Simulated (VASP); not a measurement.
Dy3C, 8 atoms in the cell. The structure is hexagonal, space group P6/mmm (No. 191). Conventional cell: a = 5.835 Å, b = 5.835 Å, c = 3.355 Å, α = 90.00°, β = 90.00°, γ = 120.00°. Dy (site symmetry mmm) has 6 Dy at 2.92 to 3.35 Å and 2 C at 2.92 Å within 3.8 Å. C (site symmetry 6/mmm) has 6 Dy at 2.92 Å and 2 C at 3.35 to 3.36 Å within 3.8 Å. The cell was generated, and may not be a known phase.

| Quantity | Value |
| --- | --- |
| Program | VASP 6.6.1 |
| Task | single point |
| Functional | PBE |
| Potentials or basis | VASP PAW PBE potentials, release 64 (Dy_3, C), 4f in core |
| Cutoff | 600 eV |
| k mesh | 4 × 4 × 2 |
| Occupations | gaussian, width 0.2 eV |
| Spin | no spin polarisation |
| Dipole correction | no |
| Further INCAR settings | ALGO = Normal; EDIFF = 1e-06; NBANDS = 41 |

Potentials or basis: VASP PAW PBE potentials, release 64 (Dy_3, C), 4f in core.

The run is started by

```sh
$ cat potpaw_PBE.64/Dy_3/POTCAR potpaw_PBE.64/C/POTCAR > POTCAR
$ mpirun -np 1 vasp_std > vasp.out
```

Hardware: 1 thread of Intel(R) Xeon(R) Platinum 8488C (Sapphire Rapids), with other jobs on the host.

Problem. Estimate the wall time of this run.

Solution. Wall time 94 s on 1 thread of Intel(R) Xeon(R) Platinum 8488C (Sapphire Rapids) (shared host), peak memory 0.37 GiB. Counts: scf iterations 15, k points 8.
